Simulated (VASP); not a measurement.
Wanted: the native input for a VASP 6.6.1 run.

| Item | Value |
| --- | --- |
| Task | relaxation of cell and atoms |
| Functional | PBE |
| Potentials or basis | VASP PAW PBE potentials, release 64 (Be, B, Pd) |
| Cutoff | 600 eV |
| k mesh | 6 × 6 × 6 |
| Occupations | gaussian, width 0.1 eV |
| Spin | no spin polarisation |
| Dipole correction | no |
| Further INCAR settings | ALGO = Normal; EDIFF = 1e-06; IBRION = 2; EDIFFG = -0.05; NSW = 100; ISIF = 3 |

The structure of BeBPd3 lies in POSCAR:

```
BeBPd3
1.0
    3.8739625875      0.0000000000      0.0000000000
    0.0000000000      3.8739625875      0.0000000000
    0.0000000000      0.0000000000      3.8739625875
Be B Pd
1 1 3
Direct
    0.5000000000      0.5000000000      0.5000000000
    0.0000000000      0.0000000000      0.0000000000
    0.5000000000      0.0000000000      0.0000000000
    0.0000000000      0.5000000000      0.0000000000
    0.0000000000      0.0000000000      0.5000000000
```

One way to write it, as run:

INCAR

```
SYSTEM = BeBPd3
PREC     = Accurate       ! precision mode
ENCUT    = 600            ! plane-wave cutoff, eV
EDIFF    = 1E-6           ! SCF threshold, eV
ISMEAR   = 0              ! smearing method
SIGMA    = 0.1            ! smearing width, eV
LREAL    = .False.        ! projectors in reciprocal space
LASPH    = .True.         ! aspherical terms in the spheres
NELM     = 100            ! most SCF steps
ALGO     = Normal         ! electronic algorithm
ISIF     = 3              ! what is computed and relaxed
LWAVE    = .False.        ! write WAVECAR
LCHARG   = .False.        ! write CHGCAR
GGA      = PE             ! functional
IBRION   = 2              ! ionic algorithm
NSW      = 100            ! ionic steps
EDIFFG   = -0.05          ! ionic threshold
```

KPOINTS

```
Automatic mesh
0
Gamma
  6 6 6
  0 0 0
```

Potentials or basis: VASP PAW PBE potentials, release 64 (Be, B, Pd).

The run is started by

```console
$ cat potpaw_PBE.64/Be/POTCAR potpaw_PBE.64/B/POTCAR potpaw_PBE.64/Pd/POTCAR > POTCAR
$ mpirun -np 1 vasp_std > vasp.out
```

It gave:

```
Relaxed volume                         : 13.71 Å³/atom
Relaxed cell                           : a = 4.093 Å, b = 4.093 Å, c = 4.093 Å, α = 90.00°, β = 90.00°, γ = 90.00°
Space group after relaxing (to 0.05 Å) : Pm-3m (No. 221)
Energy gained by relaxing              : 210.0 meV/atom
Ionic steps                            : 4
Pressure after relaxing                : -0.3 GPa
```

Caveat: the volume moved by over 15 % at a fixed basis, so the end points are rough.

Wall time 45 s on 1 thread of Intel(R) Xeon(R) Platinum 8488C (Sapphire Rapids) (shared host), peak memory 0.2 GiB.
